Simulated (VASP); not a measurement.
# Te (P6_222) in VASP: further runs, part 2 of 2

VASP 6.6.1. The steps go on from the part before.

## Step 3: Single point, PBE

This run uses another cell than the first one, of 45.75 Å³/atom, 0.996 times its volume.

File INCAR:

```
SYSTEM = Te
PREC = Accurate
ENCUT = 520
EDIFF = 1E-6
ISMEAR = 0
SIGMA = 0.1
LREAL = .False.
LASPH = .True.
NELM = 100
ALGO = Normal
ISIF = 2
LWAVE = .False.
LCHARG = .False.
GGA = PE
NBANDS = 27
```

File KPOINTS:

```
Automatic mesh
0
Gamma
  3 3 4
  0 0 0
```

File POSCAR:

```
Te
1.0
    6.6093671268      0.0000000000      0.0000000000
   -3.3046835634      5.7238798347      0.0000000000
    0.0000000000      0.0000000000      7.2558641993
Te
6
Direct
    0.0000000000      0.2953418281      0.6666666667
    0.0000000000      0.7046581719      0.6666666667
    0.2953418281      0.0000000000      0.0000000000
    0.2953418281      0.2953418281      0.3333333333
    0.7046581719      0.0000000000      0.0000000000
    0.7046581719      0.7046581719      0.3333333333
```

Potentials or basis: VASP PAW PBE potentials, release 64 (Te).

Command:

```console
cat potpaw_PBE.64/Te/POTCAR > POTCAR
mpirun -np 1 vasp_std > vasp.out
```

OUTCAR:

```text
SYSTEM = Te
   PREC = Accurate
   ENCUT = 520
   EDIFF = 1E-6
   ISMEAR = 0
   LREAL = .False.
   LASPH = .True.
   NELM = 100
   ISIF = 2
   GGA = PE

 ion  position               nearest neighbor table
   1  0.000  0.295  0.667-   2 2.71   5 3.11   4 3.11
   2  0.000  0.705  0.667-   1 2.71   3 3.11   6 3.11
   3  0.295  0.000  0.000-   5 2.71   4 3.11   2 3.11
   4  0.295  0.295  0.333-   6 2.71   3 3.11   1 3.11
   5  0.705  0.000  0.000-   3 2.71   1 3.11   6 3.11
   6  0.705  0.705  0.333-   4 2.71   5 3.11   2 3.11

  LATTYP: Found a hexagonal cell.
 ALAT       =     6.6093671268
 C/A-ratio  =     1.0978152764

  Lattice vectors:

 A1 = (   6.6093671268,   0.0000000000,   0.0000000000)
 A2 = (  -3.3046835634,   5.7238798347,   0.0000000000)
 A3 = (   0.0000000000,   0.0000000000,   7.2558641993)

Analysis of symmetry for initial positions (statically):
=====================================================================
 Subroutine PRICEL returns:
 Original cell was already a primitive cell.

 Routine SETGRP: Setting up the symmetry group for a
 hexagonal supercell.

 Subroutine GETGRP returns: Found 12 space group operations
 (whereof  4 operations were pure point group operations)
 out of a pool of 24 trial point group operations.

The static configuration has the point symmetry D_2 .
 The point group associated with its full space group is D_6 .

Analysis of symmetry for dynamics (positions and initial velocities):
=====================================================================
 Subroutine PRICEL returns:
 Original cell was already a primitive cell.

 Routine SETGRP: Setting up the symmetry group for a
 hexagonal supercell.

 Subroutine GETGRP returns: Found 12 space group operations
 (whereof  4 operations were pure point group operations)
 out of a pool of 24 trial point group operations.

The dynamic configuration has the point symmetry D_2 .
 The point group associated with its full space group is D_6 .

 Subroutine INISYM returns: Found 12 space group operations
 (whereof  4 operations are pure point group operations),
 and found     1 'primitive' translations

----------------------------------------------------------------------------------------

                                     Primitive cell

  volume of cell :     274.4982

  direct lattice vectors                    reciprocal lattice vectors
     6.609367127  0.000000000  0.000000000     0.151300417  0.087353336  0.000000000
    -3.304683563  5.723879835  0.000000000     0.000000000  0.174706673  0.000000000
     0.000000000  0.000000000  7.255864199     0.000000000  0.000000000  0.137819558

  length of vectors
     6.609367127  6.609367127  7.255864199     0.174706673  0.174706673  0.137819558

  position of ions in fractional coordinates (direct lattice)
     0.000000000  0.295341828  0.666666667
     0.000000000  0.704658172  0.666666667
     0.295341828  0.000000000  0.000000000
     0.295341828  0.295341828  0.333333333
     0.704658172  0.000000000  0.000000000
     0.704658172  0.704658172  0.333333333

  ion indices of the primitive-cell ions
   primitive index   ion index
                 1           1
                 2           2
                 3           3
                 4           4
                 5           5
                 6           6

----------------------------------------------------------------------------------------

 KPOINTS: Automatic mesh

Automatic generation of k-mesh.
 Grid dimensions read from file:
 generate k-points for:    3    3    4

 Generating k-lattice:

  Cartesian coordinates                     Fractional coordinates (reciprocal lattice)
     0.050433472  0.029117779  0.000000000     0.333333333  0.000000000  0.000000000
     0.000000000  0.058235558  0.000000000     0.000000000  0.333333333  0.000000000
     0.000000000  0.000000000  0.034454890     0.000000000  0.000000000  0.250000000

  Length of vectors
     0.058235558  0.058235558  0.034454890

  Shift w.r.t. Gamma in fractional coordinates (k-lattice)
     0.000000000  0.000000000  0.000000000

 Subroutine IBZKPT returns following result:
 ===========================================

 Found      9 irreducible k-points:

 Following reciprocal coordinates:
            Coordinates               Weight
  0.000000  0.000000  0.000000      1.000000
  0.333333  0.000000  0.000000      6.000000
  0.333333  0.333333  0.000000      2.000000
  0.000000  0.000000  0.250000      2.000000
  0.333333  0.000000  0.250000     12.000000
  0.333333  0.333333  0.250000      4.000000
  0.000000  0.000000  0.500000      1.000000
  0.333333  0.000000  0.500000      6.000000
  0.333333  0.333333  0.500000      2.000000
   k-points           NKPTS =      9   k-points in BZ     NKDIM =      9   number of bands    NBANDS=     27
   number of dos      NEDOS =    301   number of ions     NIONS =      6
   total plane-waves  NPLWV = 135000
   dimension x,y,z NGX =    50 NGY =   50 NGZ =   54
   dimension x,y,z NGXF=   100 NGYF=  100 NGZF=  108
   ions per type =               6
   NGX,Y,Z   is equivalent  to a cutoff of  12.58, 12.58, 12.37 a.u.
   NGXF,Y,Z  is equivalent  to a cutoff of  25.15, 25.15, 24.74 a.u.
 SYSTEM =  Te
   PREC   = accura    normal or accurate (medium, high low for compatibility)
   ISTART =      0    job   : 0-new  1-cont  2-samecut
   ICHARG =      2    charge: 1-file 2-atom 10-const
   ISPIN  =      1    spin polarized calculation?
   LNONCOLLINEAR =      F non collinear calculations
   LSORBIT =      F    spin-orbit coupling
   LASPH  =      T    aspherical Exc in radial PAW
   ENCUT  =  520.0 eV  38.22 Ry    6.18 a.u.  12.29 12.29 13.49*2*pi/ulx,y,z
   NELM   =    100;   NELMIN=  2; NELMDL= -5     # of ELM steps
   EDIFF  = 0.1E-05   stopping-criterion for ELM
   LREAL  =      F    real-space projection
[... 7 lines left out ...]
   TEBEG  =    0.0;   TEEND  =   0.0 temperature during run
   PSTRESS=    0.0 pullay stress
   NELECT =      36.0000    total number of electrons
   NUPDOWN=      -1.0000    fix difference up-down
   EMIN   =  10.00;   EMAX   =-10.00  energy-range for DOS
   EFERMI =   0.00;   METHOD = LEGACY
   ISMEAR =     0;   SIGMA  =   0.10  broadening in eV -4-tet -1-fermi 0-gaus
   EFERMI_NEDOS =   21; number of points for ismear=-14 and -15
   IALGO  =     38    algorithm
   IMIX   =      4    mixing-type and parameters
     AMIX     =   0.40;   BMIX     =  1.00
     AMIX_MAG =   1.60;   BMIX_MAG =  1.00
  volume/ion in A,a.u.               =      45.75       308.73
  Fermi-wavevector in a.u.,A,eV,Ry     =   0.831756  1.571790  9.412751  0.691818
  Thomas-Fermi vector in A             =   1.944696
   LORBIT       =      0    0 simple, 1 ext, 2 COOP (PROOUT), +10 PAW based schemes
   GGA     = PE    functional components
   LHFCALC =     F    Hartree Fock is set to
   AEXX    =    0.0000 exact exchange contribution
   IVDW    =     0    specifies the selected vdW correction
   LEPSILON=     F    determine dielectric tensor
   LRPA    =     F    only Hartree local field effects (RPA)
 non-spin polarized calculation
 Gauss-broadening in eV      SIGMA  =   0.10
  energy-cutoff  :      520.00
  volume of cell :      274.50
 maximum number of plane-waves:      7430
 NGX is ok and might be reduce to    50
   NGX = 25   NGY = 25   NGZ = 27

 number of electron      36.0000002 magnetization

 Free energy of the ion-electron system (eV)
  ---------------------------------------------------
  ext. energy  EPLUGINS =         0.00000000
  ---------------------------------------------------
  free energy    TOTEN  =       -17.72652634 eV

  energy without entropy =      -17.72126739  energy(sigma->0) =      -17.72389687

 E-fermi :   2.8063     XC(G=0):  -7.5510

 val. band max:        2.7132670279   @ k =   0.3333   0.3333   0.2500
 cond. band min:       2.8734390766   @ k =   0.3333   0.3333   0.0000
 fundamental gap:      0.1601720487
 Fermi energy:         2.8062933898

 k-point     1 :       0.0000    0.0000    0.0000
  band No.  band energies     occupation
      1     -10.0579      2.00000
      2      -8.8205      2.00000
      3      -8.8205      2.00000
      4      -7.3705      2.00000
      5      -7.3705      2.00000
      6      -5.5582      2.00000
[... 259 lines left out ...]
     26       8.0977      0.00000
     27       8.3681      0.00000

------------------------ aborting loop because EDIFF is reached ----------------------------------------

  FORCE on cell =-STRESS in cart. coord.  units (eV):
  Direction    XX          YY          ZZ          XY          YZ          ZX
  --------------------------------------------------------------------------------------
  -------------------------------------------------------------------------------------
  Total        0.0923354      0.0923354     -0.0602127      0.0000000      0.0000000      0.0000000
  in kB        0.5389387      0.5389387     -0.3514464      0.0000000      0.0000000      0.0000000
  external PRESSURE =       0.2421436 kB  Pullay stress =       0.0000000 kB

 VOLUME and BASIS-vectors are now :
 -----------------------------------------------------------------------------
  energy-cutoff  :      520.00
  volume of cell :      274.50
      direct lattice vectors                 reciprocal lattice vectors
     6.609367127  0.000000000  0.000000000     0.151300417  0.087353336  0.000000000
    -3.304683563  5.723879835  0.000000000     0.000000000  0.174706673  0.000000000
     0.000000000  0.000000000  7.255864199     0.000000000  0.000000000  0.137819558

 POSITION                                       TOTAL-FORCE (eV/Angst)
 -----------------------------------------------------------------------------------
     -0.97601      1.69050      4.83724         0.018202     -0.031526     -0.000000
     -2.32867      4.03338      4.83724        -0.018202      0.031526     -0.000000
      1.95202      0.00000      0.00000        -0.036403     -0.000000      0.000000
      0.97601      1.69050      2.41862        -0.018202     -0.031526      0.000000
      4.65734      0.00000      0.00000         0.036403     -0.000000      0.000000
      2.32867      4.03338      2.41862         0.018202      0.031526      0.000000
 -----------------------------------------------------------------------------------
    total drift:                               -0.000000      0.000000      0.000000

  FREE ENERGIE OF THE ION-ELECTRON SYSTEM (eV)
  ---------------------------------------------------
  free  energy   TOTEN  =       -17.7265263382 eV

  energy  without entropy=      -17.7212673946  energy(sigma->0) =      -17.72389687
```

It took 1.7 min on 1 thread of AMD EPYC 9R45 (Zen 5), shared host; peak memory 0.32 GiB.

Results:

```yaml
Free_energy: -17.7265 eV
Pressure: 0.0 GPa
Largest_force: 0.036 eV/Å
Band_gap_on_the_k_mesh: zero (band 18 reaches 2.87 eV, above the bottom of band 19 at 2.62 eV)
```

Forces on the atoms (eV/Å):
```
Te   0.018 -0.032  0.000
Te  -0.018  0.032  0.000
Te  -0.036  0.000  0.000
Te  -0.018 -0.032  0.000
Te   0.036  0.000  0.000
Te   0.018  0.032  0.000
```

Caveat: the k points lie up to 0.37 Å⁻¹ apart; spin-orbit coupling is left out, which moves the levels of the heavy elements.
